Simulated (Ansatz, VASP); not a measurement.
## N in VASP and in Ansatz

File POSCAR:

```
N
1.0
    4.0840619700      0.0000000000      0.0000000000
    0.0000000000      4.0840619700      0.0000000000
    0.0000000000      0.0000000000      5.3459132500
N
4
Direct
    0.4042752000      0.5957248000      0.5000000000
    0.0957248000      0.0957248000      0.0000000000
    0.5957248000      0.4042752000      0.5000000000
    0.9042752000      0.9042752000      0.0000000000
```

The input INCAR.step1:

```
SYSTEM = N
  ALGO = Normal
  EDIFF = 1E-5
  ENCUT = 520
  GGA = PE
  ISIF = 2
  ISMEAR = -1
  LASPH = .TRUE.
  LCHARG = .FALSE.
  LREAL = .FALSE.
  LWAVE = .TRUE.
  NBANDS = 18
  NELM = 100
  PREC = Accurate
  SIGMA = 0.05
```

The input INCAR.step2:

```
SYSTEM = N
  AEXX = 0.5
  ALGO = Normal
  EDIFF = 1E-6
  ENCUT = 520
  ISIF = 2
  ISMEAR = -1
  ISTART = 1
  LASPH = .TRUE.
  LCHARG = .FALSE.
  LHFCALC = .TRUE.
  LMIXTAU = .TRUE.
  LREAL = .FALSE.
  LWAVE = .FALSE.
  METAGGA = R2SCAN
  NBANDS = 18
  NELM = 100
  PREC = Accurate
  PRECFOCK = Normal
  SIGMA = 0.05
```

File KPOINTS:

```
k-points
0
G
  4 4 3
  0 0 0
```

Contents of input.yaml:

```yaml
crystal:
  lattice:
    - [4.08406197, 0.0, 0.0]
    - [0.0, 4.08406197, 0.0]
    - [0.0, 0.0, 5.34591325]
  atoms:
    - { symbol: "N", position: [0.4042752, 0.5957248, 0.5] }
    - { symbol: "N", position: [0.0957248, 0.0957248, 0.0] }
    - { symbol: "N", position: [0.5957248, 0.4042752, 0.5] }
    - { symbol: "N", position: [0.9042752, 0.9042752, 0.0] }
hamiltonian:
  xc: { exchange: r2scan, correlation: r2scan, exx: { coeff: 0.5 } }
  pseudopotentials: { kind: paw }
kpoints:
  mp_grid: { grid: [4, 4, 3] }
scf:
  occupations: { method: fermi_dirac, width: 0.05 }
output:
  forces: true
  stress: true
  eigenvalues: true
```

Alike in both runs: task single point; functional r2SCAN-based global hybrid; k mesh 4 × 4 × 3; occupations fermi-dirac, width 0.05 eV; no spin polarisation.

|  | VASP | Ansatz |
| --- | --- | --- |
| version | VASP 6.6.1 | Ansatz 0.2.0 |
| potentials or method | VASP PAW PBE potentials, release 64 (N) | Ansatz PAW |
| plane-wave cutoff (eV) | 520 | 500 |
| valence electrons in the cell | 20 | 20 |

```csv
,VASP,Ansatz,Ansatz less VASP
gap on the k mesh at the Fermi level (eV),13.19,13.26,+0.068
least direct gap on the mesh (eV),13.43,13.50,+0.075
pressure (GPa),-3.7,-6.4,-2.72
"traceless stress, the component that is largest in VASP (GPa)",3.45,6.54,+3.090
rms of the force components (eV/Å),1.492,2.858,+1.3665
```

VASP's potentials were made for PBE, not for r2SCAN-based global hybrid. Atom by atom the forces differ by 1.367 eV/Å (rms over components).

Noted on VASP's run: the standard files for N, O and F lose accuracy on very short bonds. Noted on Ansatz's run: odd divisions of the mesh miss points on the zone boundary, where band edges often lie, so the gap on the mesh can be too wide.
